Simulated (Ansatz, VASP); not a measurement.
One calculation of Pb, two programs

File POSCAR:

```
Pb
1.0
   -1.9796595667      1.9796595667      1.9796595667
    1.9796595667     -1.9796595667      1.9796595667
    1.9796595667      1.9796595667     -1.9796595667
Pb
1
Direct
    0.0000000000      0.0000000000      0.0000000000
```

The input INCAR.step1:

```
SYSTEM = Pb
  ALGO = Normal
  EDIFF = 1E-5
  ENCUT = 520
  GGA = PE
  ISIF = 2
  ISMEAR = -1
  LASPH = .TRUE.
  LREAL = .FALSE.
  LWAVE = .TRUE.
  NBANDS = 13
  NELM = 80
  PREC = Accurate
  SIGMA = 0.05
```

File INCAR.step2:

```
SYSTEM = Pb
  AEXX = 0.2
  AGGAC = 0.81
  AGGAX = 0.72
  ALDAC = 0.19
  ALGO = Normal
  EDIFF = 1E-6
  ENCUT = 520
  GGA = B3
  ISIF = 2
  ISMEAR = -1
  ISTART = 1
  LASPH = .TRUE.
  LCHARG = .TRUE.
  LELF = .TRUE.
  LHFCALC = .TRUE.
  LREAL = .FALSE.
  LVHAR = .TRUE.
  LWAVE = .FALSE.
  NBANDS = 13
  NELM = 80
  PREC = Accurate
  PRECFOCK = Normal
  SIGMA = 0.05
```

The input KPOINTS:

```
k-points
0
G
  5 5 5
  0 0 0
```

input

```
crystal:
  lattice:
    - [-1.9796595667, 1.9796595667, 1.9796595667]
    - [1.9796595667, -1.9796595667, 1.9796595667]
    - [1.9796595667, 1.9796595667, -1.9796595667]
  atoms:
    - { symbol: Pb, position: [0.0, 0.0, 0.0] }
hamiltonian:
  xc: b3lyp
  pseudopotentials: { kind: paw }
kpoints:
  mp_grid: { grid: [5, 5, 5] }
scf:
  occupations: { method: fermi_dirac, width: 0.05 }
output:
  forces: true
  stress: true
  eigenvalues: true
  write_density: true
  write_potential: true
  elf: true
  volumetric_format: npy
```

Alike in both runs: task single point; functional B3LYP; k mesh 5 × 5 × 5; occupations fermi-dirac, width 0.05 eV; no spin polarisation.

|  | VASP | Ansatz |
| --- | --- | --- |
| version | VASP 6.6.1 | Ansatz 0.2.0 |
| potentials or method | VASP PAW PBE potentials, release 64 (Pb_d) | Ansatz PAW |
| plane-wave cutoff (eV) | 520 | 420 |
| valence electrons in the cell | 14 | 14 |

```tsv
	VASP	Ansatz	Ansatz less VASP
gap on the k mesh at the Fermi level (eV)	none	none	-
pressure (GPa)	4.5	4.5	-0.04
```

VASP's potentials were made for PBE, not for B3LYP. A gap of «none» marks a metal or a gap that the smearing closes.

The k mesh is coarse, so the values compare programs but aren't converged. Neither program's run includes spin-orbit coupling.
